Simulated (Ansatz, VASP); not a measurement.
# Two plane-wave programs on Os

```
Os
1.0
     2.72718    0.00000    0.00000
    -1.36359    2.36181    0.00000
     0.00000    0.00000    4.31320
Os
2
Direct
  0.33333 0.66667 0.25000
  0.66667 0.33333 0.75000
```

Alike in both runs: functional PBEsol; k mesh 18 × 18 × 10; occupations gaussian, width 0.1 eV; no spin polarisation.

Ansatz relaxed the structure, and its values are those at the end. VASP's run is a single point on that final structure, the one shown.

|  | VASP | Ansatz |
| --- | --- | --- |
| version | VASP 6.6.1 | Ansatz 0.2.0 |
| potentials or method | VASP PAW PBE potentials, release 64 (Os), cutoff 520 eV | scalar-relativistic, plane waves, PAW |
| valence electrons in the cell | 16 | 32 |

```csv
,VASP,Ansatz,Ansatz less VASP
gap on the k mesh at the Fermi level (eV),none,none,-
pressure (GPa),0.5,0.0,-0.48
```

VASP's potentials were made for PBE, not for PBEsol. A gap of «none» marks a metal or a gap that the smearing closes. With one functional, cell and mesh, what is left measures potentials, basis and numerics. VASP's potentials hold 16 valence electrons a cell and Ansatz's 32, so a difference there can come from the potentials and not from the codes.

Neither program's run includes spin-orbit coupling.
